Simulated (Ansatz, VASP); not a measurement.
Co: VASP beside Ansatz

```
Co
1.0
     2.44062    0.00000    0.00000
     0.00000    2.44062    0.00000
     0.00000    0.00000    3.45048
Co
2
Direct
  0.00000 0.00000 0.00000
  0.50000 0.50000 0.50000
```

Alike in both runs: task single point; functional PBEsol; k mesh 15 × 15 × 10; occupations fermi-dirac, width 0.05 eV; collinear spin.

|  | VASP | Ansatz |
| --- | --- | --- |
| version | VASP 6.6.1 | Ansatz 0.2.0 |
| potentials or method | VASP PAW PBE potentials, release 64 (Co), cutoff 520 eV | plane waves (420 eV) with PAW, scalar-relativistic |
| valence electrons in the cell | 18 | 34 |

Ansatz gave:

| Quantity | Value |
| --- | --- |
| pressure (GPa) | 3.8 |
| traceless stress, the component that is largest in VASP (GPa) | -0.25 |
| net moment per atom (μB) | 1.62 |
| size of the moment on the site where the two differ most (μB) | 1.67 |

Q: Estimate VASP's values.

A: Pressure (GPa): 2.8; traceless stress, the component that is largest in VASP (GPa): -0.25; net moment per atom (μB): 1.61; size of the moment on the site where the two differ most (μB): 1.61.

VASP's potentials were made for PBE, not for PBEsol, and Ansatz warns of the same on its side. Site moments also hang on the region over which each program counts them. VASP's potentials hold 18 valence electrons a cell and Ansatz's 34, so a difference there can come from the potentials and not from the codes.
